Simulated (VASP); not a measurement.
# CaO (Fm-3m) in VASP: further runs

CaO is run at these levels: PBE+D3(BJ); tasks: single point.

Program: VASP 6.6.1. These are calculated values, not measurements. Logs are shortened: lines on timing, memory, paths and dates and some standing lists are left out, and cuts for length are marked.

### Step 1. The cell of the first run

Symmetry: Fm-3m, No. 225, cubic system. The conventional cell has a = 4.780 Å, b = 4.780 Å, c = 4.780 Å, α = 90.00°, β = 90.00°, γ = 90.00°. Within 3.2 Å of Ca (site symmetry m-3m) lie 6 O at 2.39 Å. Within 3.2 Å of O (site symmetry m-3m) lie 6 Ca at 2.39 Å.

### Step 2. Single point, PBE+D3(BJ)

Contents of INCAR:

```
ALGO = Normal
EDIFF = 1E-6
ENCUT = 600
GGA = PE
GGA_COMPAT = False
ISIF = 2
ISMEAR = 0
IVDW = 12
LASPH = True
LCHARG = False
LREAL = False
LWAVE = False
NBANDS = 15
NELM = 120
PREC = Accurate
SIGMA = 0.1
```

Contents of KPOINTS:

```
k-points
0
Gamma
  6 6 6
```

Contents of POSCAR:

```
CaO
1.0
    0.0000000000      2.3900000000      2.3900000000
    2.3900000000      0.0000000000      2.3900000000
    2.3900000000      2.3900000000      0.0000000000
Ca O
1 1
Direct
    0.0000000000      0.0000000000      0.0000000000
    0.5000000000      0.5000000000      0.5000000000
```

Potentials or basis: VASP PAW PBE potentials, release 64 (Ca_sv, O).

The run is started by

```bash
$ cat potpaw_PBE.64/Ca_sv/POTCAR potpaw_PBE.64/O/POTCAR > POTCAR
$ mpirun -np 1 vasp_std > vasp.out
```

OUTCAR:

```text
EDIFF = 1E-6
   ENCUT = 600
   GGA = PE
   ISIF = 2
   ISMEAR = 0
   IVDW = 12
   LASPH = True
   LREAL = False
   NELM = 120
   PREC = Accurate
 IVDW          = 12

 ion  position               nearest neighbor table
   1  0.000  0.000  0.000-   2 2.39   2 2.39   2 2.39   2 2.39   2 2.39   2 2.39
   2  0.500  0.500  0.500-   1 2.39   1 2.39   1 2.39   1 2.39   1 2.39   1 2.39

  LATTYP: Found a face centered cubic cell.
 ALAT       =     4.7800000000

  Lattice vectors:

 A1 = (   0.0000000000,   2.3900000000,   2.3900000000)
 A2 = (   2.3900000000,   0.0000000000,   2.3900000000)
 A3 = (   2.3900000000,   2.3900000000,   0.0000000000)

Analysis of symmetry for initial positions (statically):
=====================================================================
 Subroutine PRICEL returns:
 Original cell was already a primitive cell.

 Routine SETGRP: Setting up the symmetry group for a
 face centered cubic supercell.

 Subroutine GETGRP returns: Found 48 space group operations
 (whereof 48 operations were pure point group operations)
 out of a pool of 48 trial point group operations.

The static configuration has the point symmetry O_h .

Analysis of symmetry for dynamics (positions and initial velocities):
=====================================================================
 Subroutine PRICEL returns:
 Original cell was already a primitive cell.

 Routine SETGRP: Setting up the symmetry group for a
 face centered cubic supercell.

 Subroutine GETGRP returns: Found 48 space group operations
 (whereof 48 operations were pure point group operations)
 out of a pool of 48 trial point group operations.

The dynamic configuration has the point symmetry O_h .

 Subroutine INISYM returns: Found 48 space group operations
 (whereof 48 operations are pure point group operations),
 and found     1 'primitive' translations

----------------------------------------------------------------------------------------

                                     Primitive cell

  volume of cell :      27.3038

  direct lattice vectors                    reciprocal lattice vectors
     0.000000000  2.390000000  2.390000000    -0.209205021  0.209205021  0.209205021
     2.390000000  0.000000000  2.390000000     0.209205021 -0.209205021  0.209205021
     2.390000000  2.390000000  0.000000000     0.209205021  0.209205021 -0.209205021

  length of vectors
     3.379970414  3.379970414  3.379970414     0.362353725  0.362353725  0.362353725

  position of ions in fractional coordinates (direct lattice)
     0.000000000  0.000000000  0.000000000
[... 79 lines left out ...]
   PSTRESS=    0.0 pullay stress
   NELECT =      16.0000    total number of electrons
   NUPDOWN=      -1.0000    fix difference up-down
   EMIN   =  10.00;   EMAX   =-10.00  energy-range for DOS
   EFERMI =   0.00;   METHOD = LEGACY
   ISMEAR =     0;   SIGMA  =   0.10  broadening in eV -4-tet -1-fermi 0-gaus
   EFERMI_NEDOS =   21; number of points for ismear=-14 and -15
   IALGO  =     38    algorithm
   IMIX   =      4    mixing-type and parameters
     AMIX     =   0.40;   BMIX     =  1.00
     AMIX_MAG =   1.60;   BMIX_MAG =  1.00
  volume/ion in A,a.u.               =      13.65        92.13
  Fermi-wavevector in a.u.,A,eV,Ry     =   1.369957  2.588843 25.535171  1.876782
  Thomas-Fermi vector in A             =   2.495786
   LORBIT       =      0    0 simple, 1 ext, 2 COOP (PROOUT), +10 PAW based schemes
   GGA     = PE    functional components
   LHFCALC =     F    Hartree Fock is set to
   AEXX    =    0.0000 exact exchange contribution
   IVDW    =    12    specifies the selected vdW correction
   LEPSILON=     F    determine dielectric tensor
   LRPA    =     F    only Hartree local field effects (RPA)
 non-spin polarized calculation
 Gauss-broadening in eV      SIGMA  =   0.10
  energy-cutoff  :      600.00
  volume of cell :       27.30
 maximum number of plane-waves:       941
   NGX = 13   NGY = 13   NGZ = 13

 number of electron      15.9999997 magnetization

 Free energy of the ion-electron system (eV)
  ---------------------------------------------------
  ext. energy  EPLUGINS =         0.00000000
  ---------------------------------------------------
  free energy    TOTEN  =       -12.79385618 eV

  energy without entropy =      -12.79385618  energy(sigma->0) =      -12.79385618

 E-fermi :   2.8608     XC(G=0): -10.5560

 val. band max:        2.4436876546   @ k =   0.0000   0.0000   0.0000
 cond. band min:       6.0744330119   @ k =   0.5000   0.5000   0.0000
 fundamental gap:      3.6307453573
 Fermi energy:         2.8608235242

 k-point     1 :       0.0000    0.0000    0.0000
  band No.  band energies     occupation
      1     -35.1259      2.00000
      2     -15.8777      2.00000
      3     -15.8777      2.00000
      4     -15.8777      2.00000
      5     -13.1209      2.00000
      6       2.4437      2.00000
      7       2.4437      2.00000
      8       2.4437      2.00000
      9       7.2928      0.00000
     10       8.7097      0.00000
     11       8.7097      0.00000
     12       8.7097      0.00000
     13      10.2426      0.00000
     14      10.2426      0.00000
[... 257 lines left out ...]
      2     -16.4172      2.00000
      3     -16.2879      2.00000
      4     -16.2193      2.00000
      5     -12.5638      2.00000
      6       1.2356      2.00000
      7       1.3511      2.00000
      8       1.6339      2.00000
      9       7.4914      0.00000
     10      10.1918      0.00000
     11      10.8980      0.00000
     12      12.0943      0.00000
     13      12.2616      0.00000
     14      15.5430      0.00000
     15      16.3184      0.00000

------------------------ aborting loop because EDIFF is reached ----------------------------------------

 Edisp (eV)   -0.55371

 E8    (eV) :    -0.2485

  FORCE on cell =-STRESS in cart. coord.  units (eV):
  Direction    XX          YY          ZZ          XY          YZ          ZX
  --------------------------------------------------------------------------------------
  -------------------------------------------------------------------------------------
  Total       0.12608     0.12608     0.12608     0.00000     0.00000     0.00000
  in kB       7.39854     7.39854     7.39854     0.00000     0.00000     0.00000
  external pressure =        7.40 kB  Pullay stress =        0.00 kB

 VOLUME and BASIS-vectors are now :
 -----------------------------------------------------------------------------
  energy-cutoff  :      600.00
  volume of cell :       27.30
      direct lattice vectors                 reciprocal lattice vectors
     0.000000000  2.390000000  2.390000000    -0.209205021  0.209205021  0.209205021
     2.390000000  0.000000000  2.390000000     0.209205021 -0.209205021  0.209205021
     2.390000000  2.390000000  0.000000000     0.209205021  0.209205021 -0.209205021

 POSITION                                       TOTAL-FORCE (eV/Angst)
 -----------------------------------------------------------------------------------
      0.00000      0.00000      0.00000         0.000000     -0.000000      0.000000
      2.39000      2.39000      2.39000        -0.000000      0.000000     -0.000000
 -----------------------------------------------------------------------------------
    total drift:                                0.000000      0.000000      0.000000

  FREE ENERGIE OF THE ION-ELECTRON SYSTEM (eV)
  ---------------------------------------------------
  free  energy   TOTEN  =       -13.3475681637 eV

  energy  without entropy=      -13.3475681637  energy(sigma->0) =      -13.34756816
```

It took 19 s on 1 thread of AMD EPYC 7R13, shared host; peak memory 0.14 GiB.

What came out:

* Free energy: -13.3476 eV
* Pressure: 0.7 GPa
* Band gap on the k mesh: 3.63 eV (least direct gap 4.00 eV)
* Dispersion energy per atom: -0.277 eV

### Step 3. Single point, PBE+D3(BJ)

Contents of INCAR:

```
PREC = Accurate
ENCUT = 600
EDIFF = 1E-6
ISMEAR = 0
SIGMA = 0.02
LREAL = False
LASPH = True
NELM = 120
ALGO = Normal
ISIF = 2
LWAVE = False
LCHARG = True
GGA = PE
IVDW = 12
LELF = True
LVHAR = True
NBANDS = 15
GGA_COMPAT = False
```

Contents of KPOINTS:

```
regular mesh
0
Gamma
  8 8 8
```

Contents of POSCAR:

```
CaO
1.0
    0.0000000000      2.3915339463      2.3915339463
    2.3915339463      0.0000000000      2.3915339463
    2.3915339463      2.3915339463      0.0000000000
Ca O
1 1
Direct
    0.0000000000      0.0000000000      0.0000000000
    0.5000000000      0.5000000000      0.5000000000
```

Potentials or basis: VASP PAW PBE potentials, release 64 (Ca_sv, O).

The run is started by

```bash
$ cat potpaw_PBE.64/Ca_sv/POTCAR potpaw_PBE.64/O/POTCAR > POTCAR
$ mpirun -np 1 vasp_std > vasp.out
```

Wall time 30 s (1 thread of AMD EPYC 7R13, shared host); peak memory 0.14 GiB.

The run converged. Its results:

| Property | Result |
| --- | --- |
| Free energy | -13.3479 eV |
| Pressure | 0.5 GPa |
| Band gap on the k mesh | 3.63 eV (least direct gap 4.00 eV) |
| Dispersion energy per atom | -0.276 eV |

Levels at points of the mesh, in eV from the valence-band top:
```
           k point  band 6  band 7  band 8  band 9  band 10  band 11
(0.00, 0.00, 0.00)    0.00    0.00    0.00    4.83     6.26     6.26
(0.50, 0.00, 0.00)   -2.67   -1.23   -1.23    7.12     8.44     8.44
(0.50, 0.50, 0.00)   -1.29   -0.37   -0.37    3.63     8.15     8.98
```

A k mesh can miss the band edges.
